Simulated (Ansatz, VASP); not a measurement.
## YAlC4N4 in VASP and in Ansatz

INCAR

```
SYSTEM = YAlC4N4
ALGO = Normal
EDIFF = 1E-6
ENCUT = 520
GGA = PE
ISIF = 2
ISMEAR = 0
ISPIN = 2
LASPH = .True.
LCHARG = .False.
LMAXMIX = 4
LORBIT = 11
LREAL = .False.
LWAVE = .False.
MAGMOM = 0 0 1 1 1 1 1 1 1 1
NBANDS = 40
NELM = 150
PREC = Accurate
SIGMA = 0.1
```

File KPOINTS:

```
k-points
0
Gamma
  4 4 4
  0 0 0
```

POSCAR

```
YAlC4N4
1.0
    6.2314446361      0.0000000000      0.0000000000
    0.0000000000      6.2314446361      0.0000000000
    0.0000000000      0.0000000000      6.2314446361
Y Al C N
1 1 4 4
Direct
    0.5000000000      0.5000000000      0.5000000000
    0.0000000000      0.0000000000      0.0000000000
    0.1814141411      0.1814141411      0.1814141411
    0.1814141411      0.8185858589      0.8185858589
    0.8185858589      0.1814141411      0.8185858589
    0.8185858589      0.8185858589      0.1814141411
    0.2911421260      0.2911421260      0.2911421260
    0.2911421260      0.7088578740      0.7088578740
    0.7088578740      0.2911421260      0.7088578740
    0.7088578740      0.7088578740      0.2911421260
```

Input for Ansatz:

```yaml
crystal:
  lattice:
    - [6.2314446361, 0.0, 0.0]
    - [0.0, 6.2314446361, 0.0]
    - [0.0, 0.0, 6.2314446361]
  atoms:
    - { symbol: "Y", position: [0.5, 0.5, 0.5] }
    - { symbol: Al, position: [0.0, 0.0, 0.0] }
    - { symbol: C, position: [0.1814141411, 0.1814141411, 0.1814141411], spin: 1.0 }
    - { symbol: C, position: [0.1814141411, 0.8185858589, 0.8185858589], spin: 1.0 }
    - { symbol: C, position: [0.8185858589, 0.1814141411, 0.8185858589], spin: 1.0 }
    - { symbol: C, position: [0.8185858589, 0.8185858589, 0.1814141411], spin: 1.0 }
    - { symbol: "N", position: [0.291142126, 0.291142126, 0.291142126], spin: 1.0 }
    - { symbol: "N", position: [0.291142126, 0.708857874, 0.708857874], spin: 1.0 }
    - { symbol: "N", position: [0.708857874, 0.291142126, 0.708857874], spin: 1.0 }
    - { symbol: "N", position: [0.708857874, 0.708857874, 0.291142126], spin: 1.0 }
basis:
  ecutwfc: 420
kpoints:
  mp_grid: { grid: [4, 4, 4] }
hamiltonian:
  xc: pbe
scf:
  occupations: { method: gaussian, width: 0.1 }
  lower_state_search: "off"
output:
  forces: true
  stress: true
  eigenvalues: true
  populations: true
magnetization:
  spin_polarized: true
```

Alike in both runs: task single point; functional PBE; k mesh 4 × 4 × 4; occupations gaussian, width 0.1 eV; collinear spin.

|  | VASP | Ansatz |
| --- | --- | --- |
| version | VASP 6.6.1 | Ansatz 0.2.0 |
| potentials or method | VASP PAW PBE potentials, release 64 (Y_sv, Al, C, N), cutoff 520 eV | scalar-relativistic, plane waves, PAW |
| valence electrons in the cell | 50 | 50 |

Ansatz gave:

```
gap on the k mesh at the Fermi level (eV)                     : none
pressure (GPa)                                                : 0.3
rms of the force components (eV/Å)                            : 0.026
net moment per atom (μB)                                      : 0.17
size of the moment on the site where the two differ most (μB) : 0.15
```

Q: What did VASP give for the same quantities?

A: gap on the k mesh at the Fermi level (eV): none; pressure (GPa): 0.5; rms of the force components (eV/Å): 0.147; net moment per atom (μB): 0.17; size of the moment on the site where the two differ most (μB): 0.35.

Site moments also hang on the region over which each program counts them. Atom by atom the forces differ by 0.173 eV/Å (rms over components). A gap of «none» marks a metal or a gap that the smearing closes. One of these differences is far larger than is usual between the two programs; its cause wasn't traced.

Noted on VASP's run: the standard files for N, O and F lose accuracy on very short bonds.
